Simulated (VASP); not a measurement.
# GaC (P6_3mc) in VASP: relaxation of cell and atoms with PBE

Aim: the relaxation of cell and atoms of GaC with PBE.

Program: VASP 6.6.1. These are calculated values, not measurements. Logs are shortened: lines on timing, memory, paths and dates and some standing lists are left out, and cuts for length are marked.

### Step 1. The cell of the first run

The structure is hexagonal, space group P6_3mc (No. 186). The conventional cell has a = 3.266 Å, b = 3.266 Å, c = 5.599 Å, α = 90.00°, β = 90.00°, γ = 120.00°. Within 2.7 Å of Ga (site symmetry 3m) lie 4 C at 2.00 to 2.05 Å. Within 2.7 Å of C (site symmetry 3m) lie 4 Ga at 2.00 to 2.05 Å.

### Step 2. Relaxation of cell and atoms, PBE

File INCAR:

```
SYSTEM = GaC
  ALGO = Normal
  EDIFF = 1E-7
  EDIFFG = -0.01
  ENCUT = 600
  GGA = PE
  GGA_COMPAT = .False.
  IBRION = 2
  ISIF = 3
  ISMEAR = 0
  LASPH = .True.
  LCHARG = .False.
  LREAL = .False.
  LWAVE = .False.
  NELM = 120
  NELMIN = 4
  NSW = 100
  PREC = Accurate
  SIGMA = 0.1
```

File KPOINTS:

```
k-points
0
Gamma
  18 18 8
  0 0 0
```

File POSCAR:

```
GaC
1.0
    3.2657620271      0.0000000000      0.0000000000
   -1.6328810135      2.8282328782      0.0000000000
    0.0000000000      0.0000000000      5.5986663410
Ga C
2 2
Direct
    0.3333333333      0.6666666667      0.0123080289
    0.6666666667      0.3333333333      0.5123080289
    0.3333333333      0.6666666667      0.3697919711
    0.6666666667      0.3333333333      0.8697919711
```

Potentials or basis: VASP PAW PBE potentials, release 64 (Ga_d, C).

Launch:

```console
> cat potpaw_PBE.64/Ga_d/POTCAR potpaw_PBE.64/C/POTCAR > POTCAR
> mpirun -np 1 vasp_std > vasp.out
```

OUTCAR:

```text
SYSTEM = GaC
   EDIFF = 1E-7
   EDIFFG = -0.01
   ENCUT = 600
   GGA = PE
   IBRION = 2
   ISIF = 3
   ISMEAR = 0
   LASPH = .True.
   LREAL = .False.
   NELM = 120
   NELMIN = 4
   NSW = 100
   PREC = Accurate

 ion  position               nearest neighbor table
   1  0.333  0.667  0.012-   3 2.00   4 2.05   4 2.05   4 2.05
   2  0.667  0.333  0.512-   4 2.00   3 2.05   3 2.05   3 2.05
   3  0.333  0.667  0.370-   1 2.00   2 2.05   2 2.05   2 2.05
   4  0.667  0.333  0.870-   2 2.00   1 2.05   1 2.05   1 2.05

  LATTYP: Found a hexagonal cell.
 ALAT       =     3.2657620271
 C/A-ratio  =     1.7143522077

  Lattice vectors:

 A1 = (   3.2657620271,   0.0000000000,   0.0000000000)
 A2 = (  -1.6328810135,   2.8282328782,   0.0000000000)
 A3 = (   0.0000000000,   0.0000000000,   5.5986663410)

Analysis of symmetry for initial positions (statically):
=====================================================================
 Subroutine PRICEL returns:
 Original cell was already a primitive cell.

 Routine SETGRP: Setting up the symmetry group for a
 hexagonal supercell.

 Subroutine GETGRP returns: Found 12 space group operations
 (whereof  6 operations were pure point group operations)
 out of a pool of 24 trial point group operations.

The static configuration has the point symmetry C_3v.
 The point group associated with its full space group is C_6v.

Analysis of symmetry for dynamics (positions and initial velocities):
=====================================================================
 Subroutine PRICEL returns:
 Original cell was already a primitive cell.

 Routine SETGRP: Setting up the symmetry group for a
 hexagonal supercell.

 Subroutine GETGRP returns: Found 12 space group operations
 (whereof  6 operations were pure point group operations)
 out of a pool of 24 trial point group operations.

The dynamic configuration has the point symmetry C_3v.
 The point group associated with its full space group is C_6v.

 Subroutine INISYM returns: Found 12 space group operations
 (whereof  6 operations are pure point group operations),
 and found     1 'primitive' translations

----------------------------------------------------------------------------------------

                                     Primitive cell

  volume of cell :      51.7112

  direct lattice vectors                    reciprocal lattice vectors
     3.265762027  0.000000000  0.000000000     0.306207247  0.176788837  0.000000000
    -1.632881014  2.828232878  0.000000000     0.000000000  0.353577673  0.000000000
     0.000000000  0.000000000  5.598666341     0.000000000  0.000000000  0.178613966

  length of vectors
     3.265762027  3.265762027  5.598666341     0.353577673  0.353577673  0.178613966

  position of ions in fractional coordinates (direct lattice)
     0.333333333  0.666666667  0.012308029
     0.666666667  0.333333333  0.512308029
     0.333333333  0.666666667  0.369791971
     0.666666667  0.333333333  0.869791971

  ion indices of the primitive-cell ions
   primitive index   ion index
                 1           1
                 2           2
                 3           3
                 4           4

----------------------------------------------------------------------------------------

 KPOINTS: k-points

Automatic generation of k-mesh.
 Grid dimensions read from file:
 generate k-points for:   18   18    8

 Generating k-lattice:

  Cartesian coordinates                     Fractional coordinates (reciprocal lattice)
     0.017011514  0.009821602  0.000000000     0.055555556 -0.000000000  0.000000000
     0.000000000  0.019643204  0.000000000     0.000000000  0.055555556  0.000000000
     0.000000000  0.000000000  0.022326746     0.000000000  0.000000000  0.125000000

  Length of vectors
     0.019643204  0.019643204  0.022326746

  Shift w.r.t. Gamma in fractional coordinates (k-lattice)
     0.000000000  0.000000000  0.000000000

 Subroutine IBZKPT returns following result:
 ===========================================

 Found    185 irreducible k-points:

 Following reciprocal coordinates:
            Coordinates               Weight
  0.000000  0.000000  0.000000      1.000000
  0.055556  0.000000  0.000000      6.000000
  0.111111  0.000000  0.000000      6.000000
  0.166667  0.000000  0.000000      6.000000
  0.222222  0.000000  0.000000      6.000000
  0.277778  0.000000  0.000000      6.000000
[... 16 lines left out ...]
  0.333333  0.111111  0.000000     12.000000
  0.388889  0.111111  0.000000     12.000000
 [... further k-points ...]
   k-points           NKPTS =    185   k-points in BZ     NKDIM =    185   number of bands    NBANDS=     21
   number of dos      NEDOS =    301   number of ions     NIONS =      4
   total plane-waves  NPLWV =  37632
   dimension x,y,z NGX =    28 NGY =   28 NGZ =   48
   dimension x,y,z NGXF=    56 NGYF=   56 NGZF=   96
   ions per type =               2   2
   NGX,Y,Z   is equivalent  to a cutoff of  14.25, 14.25, 14.25 a.u.
   NGXF,Y,Z  is equivalent  to a cutoff of  28.51, 28.51, 28.51 a.u.
 SYSTEM =  GaC
   PREC   = accura    normal or accurate (medium, high low for compatibility)
   ISTART =      0    job   : 0-new  1-cont  2-samecut
   ICHARG =      2    charge: 1-file 2-atom 10-const
   ISPIN  =      1    spin polarized calculation?
   LNONCOLLINEAR =      F non collinear calculations
   LSORBIT =      F    spin-orbit coupling
   LASPH  =      T    aspherical Exc in radial PAW
   ENCUT  =  600.0 eV  44.10 Ry    6.64 a.u.   6.52  6.52 11.18*2*pi/ulx,y,z
   NELM   =    120;   NELMIN=  4; NELMDL= -5     # of ELM steps
   EDIFF  = 0.1E-06   stopping-criterion for ELM
   LREAL  =      F    real-space projection
   EDIFFG = -.1E-01   stopping-criterion for IOM
   NSW    =    100    number of steps for IOM
   IBRION =      2    ionic relax: 0-MD 1-quasi-New 2-CG
   NFREE  =      1    steps in history (QN), initial steepest desc. (CG)
   ISIF   =      3    stress and relaxation
   ISYM   =      2    0-nonsym 1-usesym 2-fastsym
   POTIM  = 0.5000    time-step for ionic-motion
   TEBEG  =    0.0;   TEEND  =   0.0 temperature during run
   PSTRESS=    0.0 pullay stress
   NELECT =      34.0000    total number of electrons
   NUPDOWN=      -1.0000    fix difference up-down
   EMIN   =  10.00;   EMAX   =-10.00  energy-range for DOS
   EFERMI =   0.00;   METHOD = LEGACY
   ISMEAR =     0;   SIGMA  =   0.10  broadening in eV -4-tet -1-fermi 0-gaus
   EFERMI_NEDOS =   21; number of points for ismear=-14 and -15
   IALGO  =     38    algorithm
   IMIX   =      4    mixing-type and parameters
     AMIX     =   0.40;   BMIX     =  1.00
     AMIX_MAG =   1.60;   BMIX_MAG =  1.00
  volume/ion in A,a.u.               =      12.93        87.24
  Fermi-wavevector in a.u.,A,eV,Ry     =   1.423551  2.690121 27.572173  2.026498
  Thomas-Fermi vector in A             =   2.544137
   LORBIT       =      0    0 simple, 1 ext, 2 COOP (PROOUT), +10 PAW based schemes
   GGA     = PE    functional components
   LHFCALC =     F    Hartree Fock is set to
   AEXX    =    0.0000 exact exchange contribution
   IVDW    =     0    specifies the selected vdW correction
   LEPSILON=     F    determine dielectric tensor
   LRPA    =     F    only Hartree local field effects (RPA)
 conjugate gradient relaxation of ions
 non-spin polarized calculation
 Gauss-broadening in eV      SIGMA  =   0.10
  energy-cutoff  :      600.00
  volume of cell :       51.71
 maximum number of plane-waves:      1762
 NGX is ok and might be reduce to    28
   NGX = 13   NGY = 13   NGZ = 23

--------------------------------------- Ionic step        1  -------------------------------------------

 number of electron      33.9999996 magnetization

 Free energy of the ion-electron system (eV)
  ---------------------------------------------------
  ext. energy  EPLUGINS =         0.00000000
  ---------------------------------------------------
  free energy    TOTEN  =       -20.26156893 eV

  energy without entropy =      -20.25057087  energy(sigma->0) =      -20.25606990

------------------------ aborting loop because EDIFF is reached ----------------------------------------

  FORCE on cell =-STRESS in cart. coord.  units (eV):
  Direction    XX          YY          ZZ          XY          YZ          ZX
  --------------------------------------------------------------------------------------
  -------------------------------------------------------------------------------------
  Total       -0.0946182     -0.0946182      0.0616691     -0.0000000      0.0000000      0.0000000
  in kB       -2.9315762     -2.9315762      1.9107074     -0.0000000      0.0000000      0.0000000
  external PRESSURE =      -1.3174817 kB  Pullay stress =       0.0000000 kB

 VOLUME and BASIS-vectors are now :
 -----------------------------------------------------------------------------
  energy-cutoff  :      600.00
  volume of cell :       51.71
      direct lattice vectors                 reciprocal lattice vectors
     3.265762027  0.000000000  0.000000000     0.306207247  0.176788837  0.000000000
    -1.632881014  2.828232878  0.000000000     0.000000000  0.353577673  0.000000000
     0.000000000  0.000000000  5.598666341     0.000000000  0.000000000  0.178613966
[... 115 lines left out ...]
 POSITION                                       TOTAL-FORCE (eV/Angst)
 -----------------------------------------------------------------------------------
     -0.00000      1.88235      0.07092        -0.000000      0.000000      0.016107
      1.63016      0.94117      2.87511        -0.000000      0.000000      0.016107
     -0.00000      1.88235      2.07204         0.000000     -0.000000     -0.016107
      1.63016      0.94117      4.87623         0.000000     -0.000000     -0.016107
 -----------------------------------------------------------------------------------
    total drift:                                0.000000      0.000000      0.000149

  FREE ENERGIE OF THE ION-ELECTRON SYSTEM (eV)
  ---------------------------------------------------
  free  energy   TOTEN  =       -20.2618802711 eV

  energy  without entropy=      -20.2506639371  energy(sigma->0) =      -20.25627210

--------------------------------------- Ionic step        5  -------------------------------------------

 number of electron      34.0000000 magnetization

 Free energy of the ion-electron system (eV)
  ---------------------------------------------------
  ext. energy  EPLUGINS =         0.00000000
  ---------------------------------------------------
  free energy    TOTEN  =       -20.26196823 eV

  energy without entropy =      -20.25066413  energy(sigma->0) =      -20.25631618

 E-fermi :   4.2743     XC(G=0): -11.1625

 val. band max:        4.2729433019   @ k =   0.4444   0.1111   0.0000
 cond. band min:       4.2743968935   @ k =   0.3333   0.0556   0.3750
 fundamental gap:      0.0014535916
 Fermi energy:         4.2742718959

 k-point     1 :       0.0000    0.0000    0.0000
  band No.  band energies     occupation
      1      -9.4526      2.00000
      2      -9.2585      2.00000
      3      -9.2353      2.00000
      4      -9.2353      2.00000
      5      -9.2011      2.00000
      6      -9.2011      2.00000
[... 13 lines left out ...]
     20      10.2833      0.00000
     21      13.4552      0.00000
[... 529 lines left out ...]
 k-point    24 :       0.3889    0.1111    0.0000
  band No.  band energies     occupation
      1      -9.5248      2.00000
      2      -9.5019      2.00000
      3      -9.1918      2.00000
      4      -9.1726      2.00000
      5      -9.0979      2.00000
      6      -9.0893      2.00000
[... 13 lines left out ...]
     20      10.6531      0.00000
     21      11.4840      0.00000

 [... further k-points ...]

------------------------ aborting loop because EDIFF is reached ----------------------------------------

  FORCE on cell =-STRESS in cart. coord.  units (eV):
  Direction    XX          YY          ZZ          XY          YZ          ZX
  --------------------------------------------------------------------------------------
  -------------------------------------------------------------------------------------
  Total       -0.0219012     -0.0219012     -0.0045419     -0.0000000      0.0000000      0.0000000
  in kB       -0.6795031     -0.6795031     -0.1409149     -0.0000000      0.0000000      0.0000000
  external PRESSURE =      -0.4999737 kB  Pullay stress =       0.0000000 kB

 VOLUME and BASIS-vectors are now :
 -----------------------------------------------------------------------------
  energy-cutoff  :      600.00
  volume of cell :       51.64
      direct lattice vectors                 reciprocal lattice vectors
     3.258418868 -0.000000000  0.000000000     0.306897314  0.177187247  0.000000000
    -1.629209434  2.821873516 -0.000000000     0.000000000  0.354374494 -0.000000000
    -0.000000000  0.000000000  5.616191411    -0.000000000  0.000000000  0.178056609

 POSITION                                       TOTAL-FORCE (eV/Angst)
 -----------------------------------------------------------------------------------
     -0.00000      1.88125      0.07334         0.000000     -0.000000     -0.001858
      1.62921      0.94062      2.88143         0.000000     -0.000000     -0.001858
     -0.00000      1.88125      2.07261        -0.000000      0.000000      0.001858
      1.62921      0.94062      4.88071        -0.000000      0.000000      0.001858
 -----------------------------------------------------------------------------------
    total drift:                                0.000000      0.000000      0.000166

  FREE ENERGIE OF THE ION-ELECTRON SYSTEM (eV)
  ---------------------------------------------------
  free  energy   TOTEN  =       -20.2619682253 eV

  energy  without entropy=      -20.2506641348  energy(sigma->0) =      -20.25631618

 reached required accuracy - stopping structural energy minimisation
```

It took 13 min on 1 thread of Oxide Virtual Turin-like, shared host; peak memory 0.33 GiB.

Results:

```yaml
Free_energy: -20.2620 eV
Relaxed_volume: 12.91 Å³/atom
Relaxed_cell: a = 3.258 Å, b = 3.258 Å, c = 5.616 Å, α = 90.00°, β = 90.00°, γ = 120.00°
Space_group_after_relaxing_to_0.1_Å: P6_3mc (No. 186)
Energy_gained_by_relaxing: 0.1 meV/atom
Ionic_steps: 5
Pressure_after_relaxing: 0.0 GPa
Band_gap_on_the_k_mesh: zero (bands 17 and 18 overlap by 3.46 eV)
```

Step by step:
| step | energy change (eV) | largest force (eV/Å) | pressure (GPa) | volume (Å³) |
| --- | --- | --- | --- | --- |
| 1 | 0.0000 | 0.0077 | -0.13 | 51.71 |
| 2 | -0.0002 | 0.0248 | 0.07 | 51.63 |
| 3 | -0.0002 | 0.0272 | 0.09 | 51.62 |
| 4 | -0.0003 | 0.0161 | 0.02 | 51.63 |
| 5 | -0.0004 | 0.0019 | -0.05 | 51.64 |

Final structure:
```
Ga C
1.0
     3.25842    0.00000    0.00000
    -1.62921    2.82187    0.00000
     0.00000    0.00000    5.61619
Ga C
2 2
Cartesian
  0.0000 1.8812 0.0733
  1.6292 0.9406 2.8814
  0.0000 1.8812 2.0726
  1.6292 0.9406 4.8807
```

Levels at points of the mesh, in eV from the Fermi level:
| k point | band 15 | band 16 | band 17 | band 18 | band 19 | band 20 |
| --- | --- | --- | --- | --- | --- | --- |
| (0.00, 0.00, 0.00) | 0.62 | 1.05 | 1.74 | 1.74 | 4.59 | 6.01 |
| (0.50, 0.00, 0.00) | -3.36 | -1.36 | -1.22 | 0.58 | 5.42 | 5.93 |
| (0.00, 0.00, 0.50) | 1.15 | 1.15 | 1.15 | 1.15 | 6.40 | 6.40 |
| (0.50, 0.00, 0.50) | -0.97 | -0.97 | -0.43 | -0.43 | 4.79 | 4.79 |
